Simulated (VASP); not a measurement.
Crystal: MgO.

```
CELL_PARAMETERS angstrom
3.48638 0.00000 0.00000
-1.74319 3.01929 0.00000
0.00000 0.00000 4.17804
ATOMIC_POSITIONS crystal
Mg 0.66667 0.33333 0.75000
Mg 0.33333 0.66667 0.25000
O 0.66667 0.33333 0.25000
O 0.33333 0.66667 0.75000
```

Base run:

```yaml
Program: VASP 6.6.1
Functional: PBEsol
Potentials_or_basis: VASP PAW PBE potentials, release 64 (Mg, O)
Cutoff: 600 eV
k_mesh: 6 × 6 × 4
Occupations: gaussian, width 0.01 eV
Spin: no spin polarisation
```

Its results: band gap on the k mesh 3.31 eV; pressure 0.6 GPa.

The run is repeated on the same cell with these changes: functional from PBEsol to LDA; potentials or basis from VASP PAW PBE potentials, release 64 (Mg, O) to VASP PAW LDA potentials, release 64 (Mg, O). What comes out?

Band gap on the k mesh 3.34 eV; pressure -6.0 GPa.

Caveats: the PAW data sets were made with another functional, which shifts forces and pressure a little (at least some runs); the cell stands under tension (at least some runs).

